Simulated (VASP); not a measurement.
Write the native input for VASP 6.6.1 that does the following.

| Property | Result |
| --- | --- |
| Task | single point |
| Functional | PBE |
| Potentials or basis | VASP PAW PBE potentials, release 64 (Rb_sv, Te) |
| Cutoff | 520 eV |
| k mesh | 4 × 4 × 1 |
| Occupations | gaussian, width 0.1 eV |
| Spin | no spin polarisation |
| Dipole correction | yes |
| Further INCAR settings | ALGO = Normal; EDIFF = 1e-07; NBANDS = 18 |

The structure of RbTe2 lies in POSCAR:

```
RbTe2
1.0
    5.7849948709      0.0000000000      0.0000000000
    0.0000000000      5.7849948709      0.0000000000
    0.0000000000      0.0000000000     31.6434200800
Rb Te
1 2
Direct
    0.5000000000      0.5000000000      0.2844193193
    0.0000000000      0.5000000000      0.3536731725
    0.5000000000      0.0000000000      0.2151654661
```

The cell was built from a structure type or drawn by symmetry, and may not be a known phase.

One way to write it, as run:

INCAR

```
ALGO = Normal
DIPOL = 0.5 0.5 0.284
EDIFF = 1E-7
ENCUT = 520
GGA = PE
IDIPOL = 3
ISIF = 2
ISMEAR = 0
LASPH = T
LCHARG = F
LDIPOL = T
LREAL = F
LWAVE = F
NBANDS = 18
NELM = 80
PREC = Accurate
SIGMA = 0.1
```

KPOINTS

```
k-points
0
Gamma
  4 4 1
```

Potentials or basis: VASP PAW PBE potentials, release 64 (Rb_sv, Te).

Run with:

```sh
$ cat potpaw_PBE.64/Rb_sv/POTCAR potpaw_PBE.64/Te/POTCAR > POTCAR
$ mpirun -np 1 vasp_std > vasp.out
```

It gave:

| Property | Result |
| --- | --- |
| Largest force | 0.003 eV/Å |
| Band gap on the k mesh | zero (an odd number of electrons rules out a gap without spin polarisation) |

Caveat: spin-orbit coupling is left out, which moves the levels of the heavy elements.

Run time: 4.3 min on 1 thread of Intel(R) Xeon(R) Platinum 8375C CPU @ 2.90GHz (Ice Lake), with other jobs on the host, peak memory 0.94 GiB.
